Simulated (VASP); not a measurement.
# Hf (P2_1/m) in VASP: single point with PBEsol

Aim: the single point of Hf with PBEsol.

Everything below comes from runs of VASP 6.6.1. Logs are shortened: lines on timing, memory, paths and dates and some standing lists are left out, and cuts for length are marked.

## (1) The cell of the first run

Symmetry: P2_1/m, No. 11, monoclinic system. The conventional cell has a = 3.197 Å, b = 5.058 Å, c = 3.197 Å, α = 90.00°, β = 120.00°, γ = 90.00°. Hf (site symmetry m) has 12 Hf at 2.83 to 3.42 Å within 3.7 Å.

## (2) Single point, PBEsol (atom 1 (Hf) moved by (-0.600, +0.000) A along [1 1 0] and z)

Contents of INCAR:

```
SYSTEM = Hf
ALGO = Fast ; EDIFF = 1E-6
ENCUT = 520 ; GGA = PS
ISIF = 2 ; ISMEAR = 0
LASPH = .True. ; LCHARG = .False.
LREAL = .False. ; LWAVE = .False.
NBANDS = 17 ; NELM = 60
PREC = Accurate ; SIGMA = 0.15
```

Contents of KPOINTS:

```
k-points
0
Gamma
  18 18 10
  0 0 0
```

Contents of POSCAR:

```
Hf
1.0
    3.1966985242      0.0000000000      0.0000000000
   -1.5983492621      2.7684221302      0.0000000000
    0.0000000000      0.0000000000      5.0578000000
Hf
2
Direct
    0.1239882738      0.5134154467      0.2500000000
    0.6666666667      0.3333333333      0.7500000000
```

Potentials or basis: VASP PAW PBE potentials, release 64 (Hf_pv).

Command:

```sh
> cat potpaw_PBE.64/Hf_pv/POTCAR > POTCAR
> mpirun -np 1 vasp_std > vasp.out
```

OUTCAR:

```text
SYSTEM = Hf
   EDIFF = 1E-6
   ENCUT = 520
   GGA = PS
   ISIF = 2
   ISMEAR = 0
   LASPH = .True.
   LREAL = .False.
   NELM = 60
   PREC = Accurate

 ion  position               nearest neighbor table
   1  0.124  0.513  0.250-   2 2.83   2 2.83   2 3.28   2 3.28   2 3.42   2 3.42
   2  0.667  0.333  0.750-   1 2.83   1 2.83   1 3.28   1 3.28   1 3.42   1 3.42

  LATTYP: Found a hexagonal cell.
 ALAT       =     3.1966985242
 C/A-ratio  =     1.5821948681

  Lattice vectors:

 A1 = (   3.1966985242,   0.0000000000,   0.0000000000)
 A2 = (  -1.5983492621,   2.7684221302,   0.0000000000)
 A3 = (   0.0000000000,   0.0000000000,   5.0578000000)

Analysis of symmetry for initial positions (statically):
=====================================================================
 Subroutine PRICEL returns:
 Original cell was already a primitive cell.

 Routine SETGRP: Setting up the symmetry group for a
 hexagonal supercell.

 Subroutine GETGRP returns: Found  4 space group operations
 (whereof  1 operations were pure point group operations)
 out of a pool of 24 trial point group operations.

The static configuration has the point symmetry C_1 .
 The point group associated with its full space group is C_2h.

Analysis of symmetry for dynamics (positions and initial velocities):
=====================================================================
 Subroutine PRICEL returns:
 Original cell was already a primitive cell.

 Routine SETGRP: Setting up the symmetry group for a
 hexagonal supercell.

 Subroutine GETGRP returns: Found  4 space group operations
 (whereof  1 operations were pure point group operations)
 out of a pool of 24 trial point group operations.

The dynamic configuration has the point symmetry C_1 .
 The point group associated with its full space group is C_2h.

 Subroutine INISYM returns: Found  4 space group operations
 (whereof  1 operations are pure point group operations),
 and found     1 'primitive' translations

----------------------------------------------------------------------------------------

                                     Primitive cell

  volume of cell :      44.7606

  direct lattice vectors                    reciprocal lattice vectors
     3.196698524  0.000000000  0.000000000     0.312822743  0.180608295  0.000000000
    -1.598349262  2.768422130  0.000000000     0.000000000  0.361216589  0.000000000
     0.000000000  0.000000000  5.057800000     0.000000000  0.000000000  0.197714421

  length of vectors
     3.196698524  3.196698524  5.057800000     0.361216589  0.361216589  0.197714421

  position of ions in fractional coordinates (direct lattice)
     0.123988274  0.513415447  0.250000000
     0.666666667  0.333333333  0.750000000

  ion indices of the primitive-cell ions
   primitive index   ion index
                 1           1
                 2           2

----------------------------------------------------------------------------------------

 KPOINTS: k-points

Automatic generation of k-mesh.
 Grid dimensions read from file:
 generate k-points for:   18   18   10

 Generating k-lattice:

  Cartesian coordinates                     Fractional coordinates (reciprocal lattice)
     0.017379041  0.010033794  0.000000000     0.055555556  0.000000000  0.000000000
     0.000000000  0.020067588  0.000000000     0.000000000  0.055555556  0.000000000
     0.000000000  0.000000000  0.019771442     0.000000000  0.000000000  0.100000000

  Length of vectors
     0.020067588  0.020067588  0.019771442

  Shift w.r.t. Gamma in fractional coordinates (k-lattice)
     0.000000000  0.000000000  0.000000000

 Subroutine IBZKPT returns following result:
 ===========================================

 Found    984 irreducible k-points:

 Following reciprocal coordinates:
            Coordinates               Weight
  0.000000  0.000000  0.000000      1.000000
  0.055556  0.000000  0.000000      2.000000
  0.000000  0.055556  0.000000      2.000000
 -0.055556  0.055556  0.000000      2.000000
  0.111111  0.000000  0.000000      2.000000
  0.000000  0.111111  0.000000      2.000000
[... 16 lines left out ...]
  0.444444 -0.000000  0.000000      2.000000
  0.000000  0.444444  0.000000      2.000000
 [... further k-points ...]
   k-points           NKPTS =    984   k-points in BZ     NKDIM =    984   number of bands    NBANDS=     17
   number of dos      NEDOS =    301   number of ions     NIONS =      2
   total plane-waves  NPLWV =  23040
   dimension x,y,z NGX =    24 NGY =   24 NGZ =   40
   dimension x,y,z NGXF=    48 NGYF=   48 NGZF=   80
   ions per type =               2
   NGX,Y,Z   is equivalent  to a cutoff of  12.48, 12.48, 13.15 a.u.
   NGXF,Y,Z  is equivalent  to a cutoff of  24.96, 24.96, 26.30 a.u.
 SYSTEM =  Hf
   PREC   = accura    normal or accurate (medium, high low for compatibility)
   ISTART =      0    job   : 0-new  1-cont  2-samecut
   ICHARG =      2    charge: 1-file 2-atom 10-const
   ISPIN  =      1    spin polarized calculation?
   LNONCOLLINEAR =      F non collinear calculations
   LSORBIT =      F    spin-orbit coupling
   LASPH  =      T    aspherical Exc in radial PAW
   ENCUT  =  520.0 eV  38.22 Ry    6.18 a.u.   5.94  5.94  9.40*2*pi/ulx,y,z
   NELM   =     60;   NELMIN=  2; NELMDL= -5     # of ELM steps
   EDIFF  = 0.1E-05   stopping-criterion for ELM
   LREAL  =      F    real-space projection
   EDIFFG = 0.1E-04   stopping-criterion for IOM
   NSW    =      0    number of steps for IOM
   IBRION =     -1    ionic relax: 0-MD 1-quasi-New 2-CG
   NFREE  =      0    steps in history (QN), initial steepest desc. (CG)
   ISIF   =      2    stress and relaxation
   ISYM   =      2    0-nonsym 1-usesym 2-fastsym
   POTIM  = 0.5000    time-step for ionic-motion
   TEBEG  =    0.0;   TEEND  =   0.0 temperature during run
   PSTRESS=    0.0 pullay stress
   NELECT =      20.0000    total number of electrons
   NUPDOWN=      -1.0000    fix difference up-down
   EMIN   =  10.00;   EMAX   =-10.00  energy-range for DOS
   EFERMI =   0.00;   METHOD = LEGACY
   ISMEAR =     0;   SIGMA  =   0.15  broadening in eV -4-tet -1-fermi 0-gaus
   EFERMI_NEDOS =   21; number of points for ismear=-14 and -15
   IALGO  =     68    algorithm
   IMIX   =      4    mixing-type and parameters
     AMIX     =   0.40;   BMIX     =  1.00
     AMIX_MAG =   1.60;   BMIX_MAG =  1.00
  volume/ion in A,a.u.               =      22.38       151.03
  Fermi-wavevector in a.u.,A,eV,Ry     =   1.251564  2.365112 21.312324  1.566412
  Thomas-Fermi vector in A             =   2.385505
   LORBIT       =      0    0 simple, 1 ext, 2 COOP (PROOUT), +10 PAW based schemes
   GGA     = PS    functional components
   LHFCALC =     F    Hartree Fock is set to
   AEXX    =    0.0000 exact exchange contribution
   IVDW    =     0    specifies the selected vdW correction
   LEPSILON=     F    determine dielectric tensor
   LRPA    =     F    only Hartree local field effects (RPA)
 non-spin polarized calculation
 RMM-DIIS sequential band-by-band and
 Gauss-broadening in eV      SIGMA  =   0.15
  energy-cutoff  :      520.00
  volume of cell :       44.76
 maximum number of plane-waves:      1236
   NGX = 11   NGY = 11   NGZ = 19

 number of electron      20.0000002 magnetization

 Free energy of the ion-electron system (eV)
  ---------------------------------------------------
  ext. energy  EPLUGINS =         0.00000000
  ---------------------------------------------------
  free energy    TOTEN  =       -20.68153320 eV

  energy without entropy =      -20.65800921  energy(sigma->0) =      -20.66977121

 E-fermi :   4.5245     XC(G=0): -11.3786

 val. band max:        4.5242237924   @ k =  -0.0556   0.2222   0.4000
 cond. band min:       4.5255332093   @ k =  -0.2778   0.5000   0.5000
 fundamental gap:      0.0013094169
 Fermi energy:         4.5245459294

 k-point     1 :       0.0000    0.0000    0.0000
  band No.  band energies     occupation
      1     -26.4741      2.00000
      2     -25.5995      2.00000
      3     -25.5425      2.00000
      4     -25.4882      2.00000
      5     -25.4003      2.00000
      6     -25.3110      2.00000
[... 9 lines left out ...]
     16       8.1102      0.00000
     17       9.1536      0.00000

 k-point     2 :       0.0556    0.0000    0.0000
  band No.  band energies     occupation
      1     -26.4660      2.00000
      2     -25.6151      2.00000
      3     -25.5508      2.00000
      4     -25.4891      2.00000
      5     -25.4195      2.00000
      6     -25.3151      2.00000
[... 9 lines left out ...]
     16       7.9370      0.00000
     17       9.3150      0.00000

 k-point     3 :       0.0000    0.0556    0.0000
  band No.  band energies     occupation
      1     -26.4689      2.00000
      2     -25.6053      2.00000
      3     -25.5613      2.00000
      4     -25.5015      2.00000
      5     -25.4058      2.00000
      6     -25.3117      2.00000
[... 9 lines left out ...]
     16       8.2510      0.00000
     17       9.1522      0.00000

 k-point     4 :      -0.0556    0.0556    0.0000
  band No.  band energies     occupation
      1     -26.4674      2.00000
      2     -25.6108      2.00000
      3     -25.5542      2.00000
      4     -25.4991      2.00000
      5     -25.4100      2.00000
      6     -25.3134      2.00000
[... 9 lines left out ...]
     16       8.2844      0.00000
     17       8.9823      0.00000
[... 343 lines left out ...]
      1     -26.2588      2.00000
      2     -26.0864      2.00000
      3     -25.9452      2.00000
      4     -25.6708      2.00000
      5     -25.5610      2.00000
      6     -25.3991      2.00000
[... 9 lines left out ...]
     16       9.8305      0.00000
     17      10.2060      0.00000

 k-point    23 :       0.4444   -0.0000    0.0000
  band No.  band energies     occupation
      1     -26.1554      2.00000
      2     -26.0809      2.00000
      3     -26.0157      2.00000
      4     -25.7383      2.00000
      5     -25.5535      2.00000
      6     -25.4974      2.00000
[... 9 lines left out ...]
     16      10.7473      0.00000
     17      10.9319      0.00000

 k-point    24 :       0.0000    0.4444    0.0000
  band No.  band energies     occupation
      1     -26.2968      2.00000
      2     -26.1566      2.00000
      3     -25.9508      2.00000
      4     -25.7296      2.00000
      5     -25.5345      2.00000
      6     -25.3405      2.00000
[... 9 lines left out ...]
     16      10.3599      0.00000
     17      10.8041      0.00000

 [... further k-points ...]
[... 5 lines left out ...]
  --------------------------------------------------------------------------------------
  -------------------------------------------------------------------------------------
  Total       -1.1832985     -2.5636004     -0.2921414      0.9520312      0.0000000      0.0000000
  in kB      -42.3554438    -91.7625051    -10.4570221     34.0773725      0.0000000      0.0000000
  external PRESSURE =     -48.1916570 kB  Pullay stress =       0.0000000 kB

 VOLUME and BASIS-vectors are now :
 -----------------------------------------------------------------------------
  energy-cutoff  :      520.00
  volume of cell :       44.76
      direct lattice vectors                 reciprocal lattice vectors
     3.196698524  0.000000000  0.000000000     0.312822743  0.180608295  0.000000000
    -1.598349262  2.768422130  0.000000000     0.000000000  0.361216589  0.000000000
     0.000000000  0.000000000  5.057800000     0.000000000  0.000000000  0.197714421

 POSITION                                       TOTAL-FORCE (eV/Angst)
 -----------------------------------------------------------------------------------
     -0.42426      1.42135      1.26445         0.845466      0.554713      0.000000
      1.59835      0.92281      3.79335        -0.845466     -0.554713     -0.000000
 -----------------------------------------------------------------------------------
    total drift:                               -0.000001      0.000004      0.000000

  FREE ENERGIE OF THE ION-ELECTRON SYSTEM (eV)
  ---------------------------------------------------
  free  energy   TOTEN  =       -20.6815331998 eV

  energy  without entropy=      -20.6580092124  energy(sigma->0) =      -20.66977121
```

It took 8 min on 1 thread of Intel Xeon Platinum 8259CL at 2.50GHz (Skylake/Cascade Lake), shared host; peak memory 0.68 GiB.

Results:

```yaml
Free_energy: -20.6815 eV
Pressure: -4.8 GPa
Largest_force: 1.011 eV/Å
Band_gap_on_the_k_mesh: zero (bands 10 and 11 overlap by 1.65 eV)
```

Forces in eV/Å, atoms in the order of the input:
```
Hf   0.845  0.555  0.000
Hf  -0.845 -0.555  0.000
```

Stress tensor (GPa, compression positive):
```
-4.24  3.41  0.00
 3.41 -9.18  0.00
 0.00  0.00 -1.05
```

Levels at points of the mesh, in eV from the Fermi level:
```
           k point  band 6  band 7  band 8  band 9  band 10  band 11  band 12  band 13  band 14  band 15
(0.00, 0.00, 0.00)  -29.84   -7.13   -3.37    0.50     0.92     1.31     1.77     1.86     2.38     2.83
(0.50, 0.00, 0.00)  -30.03   -2.80   -2.21   -0.86    -0.80    -0.55     1.15     1.18     5.88     6.24
(0.00, 0.50, 0.00)  -29.87   -3.64   -2.64   -2.27    -0.23     1.30     1.64     2.92     5.21     6.04
(0.50, 0.50, 0.00)  -29.94   -3.30   -2.25   -2.11    -0.30     0.90     1.60     2.03     4.22     6.05
(0.00, 0.00, 0.50)  -29.96   -5.16   -5.16    0.07     0.07     1.19     1.19     1.78     1.78     4.41
(0.50, 0.00, 0.50)  -30.08   -3.39   -3.39   -0.87    -0.87     1.48     1.48     2.99     2.99     6.32
(0.00, 0.50, 0.50)  -30.05   -2.78   -2.78   -1.34    -1.34     0.99     0.99     3.80     3.80     6.14
(0.50, 0.50, 0.50)  -30.01   -3.09   -3.09   -1.28    -1.28     1.20     1.20     3.93     3.93     6.29
```

Caveat: the cell differs from its parent crystal (atom 1 (Hf) moved by (-0.600, +0.000) A along [1 1 0] and z); the cell stands under tension; the PAW data sets were made with another functional, which shifts forces and pressure a little; spin-orbit coupling is left out, which moves the levels of the heavy elements.
